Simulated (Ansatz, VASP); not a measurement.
**Two plane-wave programs on ZnSe**

File INCAR:

```
SYSTEM = ZnSe
PREC     = Accurate       ! precision mode
ENCUT    = 520            ! plane-wave cutoff, eV
EDIFF    = 1E-6           ! SCF threshold, eV
ISMEAR   = 0              ! smearing method
SIGMA    = 0.01           ! smearing width, eV
LREAL    = .FALSE.        ! projectors in reciprocal space
LASPH    = .TRUE.         ! aspherical terms in the spheres
NELM     = 100            ! most SCF steps
ALGO     = Normal         ! electronic algorithm
ISIF     = 2              ! what is computed and relaxed
LWAVE    = .FALSE.        ! write WAVECAR
LCHARG   = .FALSE.        ! write CHGCAR
GGA      = CA             ! functional
NBANDS   = 26             ! bands
```

Contents of KPOINTS:

```
Automatic mesh
0
G
  4 4 4
  0 0 0
```

POSCAR

```
ZnSe
1.0
    4.1077020000      0.0000000000      0.0000000000
    0.0000000000      4.1077020000      0.0000000000
    0.0000000000      0.0000000000      6.0703500000
Zn Se
2 2
Direct
    0.0000000000      0.0000000000      0.0000000000
    0.5000000000      0.5000000000      0.0000000000
    0.0000000000      0.5000000000      0.2462800000
    0.5000000000      0.0000000000      0.7537200000
```

Input for Ansatz:

```yaml
crystal:
  lattice:
    - [4.107702, 0.0, 0.0]
    - [0.0, 4.107702, 0.0]
    - [0.0, 0.0, 6.07035]
  atoms:
    - { symbol: Zn, position: [0.0, 0.0, 0.0] }
    - { symbol: Zn, position: [0.5, 0.5, 0.0] }
    - { symbol: Se, position: [0.0, 0.5, 0.24627999999999997] }
    - { symbol: Se, position: [0.5, 0.0, 0.75372] }
basis:
  ecutwfc: 557.833418042754
kpoints:
  mp_grid:
    grid: [4, 4, 4]
hamiltonian:
  xc: lda
  pseudopotentials:
    kind: paw
scf:
  occupations:
    method: fixed
output:
  stress: true
```

Alike in both runs: task single point; functional LDA; k mesh 4 × 4 × 4; no spin polarisation.

|  | VASP | Ansatz |
| --- | --- | --- |
| version | VASP 6.6.1 | Ansatz 0.2.0 |
| potentials or method | VASP PAW LDA potentials, release 64 (Zn, Se), cutoff 520 eV | plane waves, PAW |
| occupations | gaussian, width 0.01 eV | fixed |
| valence electrons in the cell | 36 | 56 |

|  | VASP | Ansatz | Ansatz less VASP |
| --- | --- | --- | --- |
| pressure (GPa) | -4.3 | -4.6 | -0.25 |
| traceless stress, the component that is largest in VASP (GPa) | 0.32 | 0.34 | +0.023 |

LDA's correlation is that of Perdew and Zunger in VASP and of Perdew and Wang (1992) in Ansatz. VASP's potentials hold 36 valence electrons a cell and Ansatz's 56, so a difference there can come from the potentials and not from the codes.
